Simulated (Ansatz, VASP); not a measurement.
**Sn in VASP and in Ansatz**

```
Sn
1.0
     0.00000    3.31647    3.31647
     3.31647    0.00000    3.31647
     3.31647    3.31647    0.00000
Sn
2
Direct
  0.00000 0.00000 0.00000
  0.25000 0.25000 0.25000
```

Alike in both runs: task single point; functional r2SCAN; k mesh 12 × 12 × 12; occupations gaussian, width 0.05 eV; no spin polarisation.

|  | VASP | Ansatz |
| --- | --- | --- |
| version | VASP 6.6.1 | Ansatz 0.2.0 |
| potentials or method | VASP PAW PBE potentials, release 64 (Sn_d), cutoff 520 eV | scalar-relativistic, plane waves, PAW |
| valence electrons in the cell | 28 | 28 |

|  | VASP | Ansatz | Ansatz less VASP |
| --- | --- | --- | --- |
| gap on the k mesh at the Fermi level (eV) | none | none | - |
| pressure (GPa) | -1.2 | -1.2 | +0.03 |

VASP's potentials were made for PBE, not for r2SCAN. A gap of «none» marks a metal or a gap that the smearing closes.
